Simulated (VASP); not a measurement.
# Mn (P6_3/mmc) in VASP: relaxation of cell and atoms with PBE

Aim: the relaxation of cell and atoms of Mn with PBE.

Program: VASP 6.6.1. These are calculated values, not measurements. Logs are shortened: lines on timing, memory, paths and dates and some standing lists are left out, and cuts for length are marked.

### Step 1. The cell of the first run

The structure is hexagonal, space group P6_3/mmc (No. 194). The conventional cell has a = 2.734 Å, b = 2.734 Å, c = 4.324 Å, α = 90.00°, β = 90.00°, γ = 120.00°. Within 3.5 Å of Mn (site symmetry -6m2) lie 12 Mn at 2.68 to 2.73 Å.

This isn't the form of Mn at room conditions, which is a 58-atom cubic cell.

### Step 2. Relaxation of cell and atoms, PBE, collinear spin, ferromagnetic start

INCAR reads:

```
SYSTEM = Mn
ALGO = Fast
EDIFF = 1E-6
EDIFFG = -0.01
ENCUT = 600
GGA = PE
IBRION = 2
ISIF = 3
ISMEAR = 0
ISPIN = 2
LASPH = .True.
LCHARG = .False.
LMAXMIX = 4
LORBIT = 11
LREAL = .False.
LWAVE = .False.
MAGMOM = 3.38 3.38
NELM = 150
NSW = 80
PREC = Accurate
SIGMA = 0.1
```

KPOINTS reads:

```
k-points
0
Gamma
  18 18 10
  0 0 0
```

POSCAR reads:

```
Mn
1.0
    2.7341774606      0.0000000000      0.0000000000
   -1.3670887303      2.3678671394      0.0000000000
    0.0000000000      0.0000000000      4.3244233498
Mn
2
Direct
    0.3333333333      0.6666666667      0.2500000000
    0.6666666667      0.3333333333      0.7500000000
```

Potentials or basis: VASP PAW PBE potentials, release 64 (Mn_pv).

Command:

```console
$ cat potpaw_PBE.64/Mn_pv/POTCAR > POTCAR
$ mpirun -np 1 vasp_std > vasp.out
```

OUTCAR:

```text
SYSTEM = Mn
   EDIFF = 1E-6
   EDIFFG = -0.01
   ENCUT = 600
   GGA = PE
   IBRION = 2
   ISIF = 3
   ISMEAR = 0
   ISPIN = 2
   LASPH = .True.
   LORBIT = 11
   LREAL = .False.
   NELM = 150
   NSW = 80
   PREC = Accurate

 ion  position               nearest neighbor table
   1  0.333  0.667  0.250-   2 2.68   2 2.68   2 2.68   2 2.68   2 2.68   2 2.68
   2  0.667  0.333  0.750-   1 2.68   1 2.68   1 2.68   1 2.68   1 2.68   1 2.68

  LATTYP: Found a hexagonal cell.
 ALAT       =     2.7341774606
 C/A-ratio  =     1.5816176573

  Lattice vectors:

 A1 = (   2.7341774606,   0.0000000000,   0.0000000000)
 A2 = (  -1.3670887303,   2.3678671394,   0.0000000000)
 A3 = (   0.0000000000,   0.0000000000,   4.3244233498)

Analysis of symmetry for initial positions (statically):
=====================================================================
 Subroutine PRICEL returns:
 Original cell was already a primitive cell.

 Routine SETGRP: Setting up the symmetry group for a
 hexagonal supercell.

 Subroutine GETGRP returns: Found 24 space group operations
 (whereof 12 operations were pure point group operations)
 out of a pool of 24 trial point group operations.

The static configuration has the point symmetry D_3d.
 The point group associated with its full space group is D_6h.

Analysis of symmetry for dynamics (positions and initial velocities):
=====================================================================
 Subroutine PRICEL returns:
 Original cell was already a primitive cell.

 Routine SETGRP: Setting up the symmetry group for a
 hexagonal supercell.

 Subroutine GETGRP returns: Found 24 space group operations
 (whereof 12 operations were pure point group operations)
 out of a pool of 24 trial point group operations.

The dynamic configuration has the point symmetry D_3d.
 The point group associated with its full space group is D_6h.

Analysis of structural, dynamic, and magnetic symmetry:
=====================================================================
 Subroutine PRICEL returns:
 Original cell was already a primitive cell.

 Routine SETGRP: Setting up the symmetry group for a
 hexagonal supercell.

 Subroutine GETGRP returns: Found 24 space group operations
 (whereof 12 operations were pure point group operations)
 out of a pool of 24 trial point group operations.

The overall configuration has the point symmetry D_3d.
 The point group associated with its full space group is D_6h.

 Subroutine INISYM returns: Found 24 space group operations
 (whereof 12 operations are pure point group operations),
 and found     1 'primitive' translations

----------------------------------------------------------------------------------------

[... 127 lines left out ...]
  energy-cutoff  :      600.00
  volume of cell :       28.00
 maximum number of plane-waves:       965
 NGX is ok and might be reduce to    24
   NGX = 11   NGY = 11   NGZ = 17

--------------------------------------- Ionic step        1  -------------------------------------------

 number of electron      26.0000009 magnetization       6.2640748

 Free energy of the ion-electron system (eV)
  ---------------------------------------------------
  ext. energy  EPLUGINS =         0.00000000
  ---------------------------------------------------
  free energy    TOTEN  =       -16.90313472 eV

  energy without entropy =      -16.88075791  energy(sigma->0) =      -16.89194632

------------------------ aborting loop because EDIFF is reached ----------------------------------------

  FORCE on cell =-STRESS in cart. coord.  units (eV):
  Direction    XX          YY          ZZ          XY          YZ          ZX
  --------------------------------------------------------------------------------------
  -------------------------------------------------------------------------------------
  Total       -0.8879914     -0.8879914     -0.0774912     -0.0000000      0.0000000     -0.0000000
  in kB      -50.8167744    -50.8167745     -4.4345599     -0.0000000      0.0000000     -0.0000000
  external PRESSURE =     -35.3560363 kB  Pullay stress =       0.0000000 kB
[... 89 lines left out ...]
  FREE ENERGIE OF THE ION-ELECTRON SYSTEM (eV)
  ---------------------------------------------------
  free  energy   TOTEN  =       -17.7330666453 eV

  energy  without entropy=      -17.7168458891  energy(sigma->0) =      -17.72495627

 E-fermi :   9.7520     XC(G=0): -13.7222

 val. band max:        9.7516785152   @ k =   0.1667  -0.0000   0.1000
 cond. band min:       9.7522998968   @ k =   0.3333  -0.0000   0.4000
 fundamental gap:      0.0006213816
 Fermi energy:         9.7520051638

 spin component 1

 k-point     1 :       0.0000    0.0000    0.0000
  band No.  band energies     occupation
      1     -38.4996      1.00000
      2     -37.9506      1.00000
      3     -37.8707      1.00000
      4     -37.8707      1.00000
      5     -37.8113      1.00000
      6     -37.8113      1.00000
[... 1097 lines left out ...]
     19      20.0154      0.00000
     20      21.0868      0.00000

 [... further k-points ...]

[... ionic steps 4 to 16 ...]

--------------------------------------- Ionic step       17  -------------------------------------------

 number of electron      26.0000013 magnetization      -0.0000001

 number of electron      26.0000013 magnetization       0.0000000
[... 73 lines left out ...]
 number of electron      26.0000014 magnetization      -0.0000002

 number of electron      26.0000014 magnetization       0.0000002

 Free energy of the ion-electron system (eV)
  ---------------------------------------------------
  ext. energy  EPLUGINS =         0.00000000
  ---------------------------------------------------
  free energy    TOTEN  =       -17.90022200 eV

  energy without entropy =      -17.88509562  energy(sigma->0) =      -17.89265881

 E-fermi :  10.4230     XC(G=0): -14.0449

 val. band max:       10.4227906442   @ k =   0.0556  -0.0000   0.0000
 cond. band min:      10.4248508862   @ k =   0.2778   0.2778   0.5000
 fundamental gap:      0.0020602420
 Fermi energy:        10.4229723783

 spin component 1

 k-point     1 :       0.0000    0.0000    0.0000
  band No.  band energies     occupation
      1     -37.8503      1.00000
      2     -37.1794      1.00000
      3     -37.1794      1.00000
      4     -37.0733      1.00000
      5     -37.0733      1.00000
      6     -37.0642      1.00000
[... 1128 lines left out ...]
  FREE ENERGIE OF THE ION-ELECTRON SYSTEM (eV)
  ---------------------------------------------------
  free  energy   TOTEN  =       -17.9002220011 eV

  energy  without entropy=      -17.8850956157  energy(sigma->0) =      -17.89265881

 reached required accuracy - stopping structural energy minimisation

 total charge

# of ion       s       p       d       tot
------------------------------------------
    1        0.428   6.402   5.164  11.994
    2        0.428   6.402   5.164  11.994
--------------------------------------------------
tot          0.857  12.805  10.328  23.989

 magnetization (x)

# of ion       s       p       d       tot
------------------------------------------
    1       -0.000  -0.000  -0.000  -0.000
    2       -0.000  -0.000  -0.000  -0.000
--------------------------------------------------
tot         -0.000  -0.000  -0.000  -0.000
```

Run time: 1.8 h. Hardware: 1 thread of Oxide Virtual Turin-like, shared host; peak memory 0.33 GiB.

Results:

```
Free energy                                           : -17.9002 eV
Relaxed volume                                        : 10.70 Å³/atom
Relaxed cell                                          : a = 2.481 Å, b = 2.481 Å, c = 4.014 Å, α = 90.00°, β = 90.00°, γ = 120.00°
Space group after relaxing (to 0.1 Å)                 : P6_3/mmc (No. 194)
Pressure after relaxing                               : 0.0 GPa
Band gap on the k mesh                                : zero (filled and empty bands overlap)
Net moment                                            : 0.00 μB per cell
Valence electrons inside the program's atomic spheres : Mn 11.99
```

Final structure:
```
Mn
1.0
     2.48131    0.00000    0.00000
    -1.24065    2.14887    0.00000
     0.00000    0.00000    4.01350
Mn
2
Direct
  0.33333 0.66667 0.25000
  0.66667 0.33333 0.75000
```

Caveat: the volume moved by over 15 % at a fixed basis, so the end points are rough; the moments typed at the start vanished in this run.
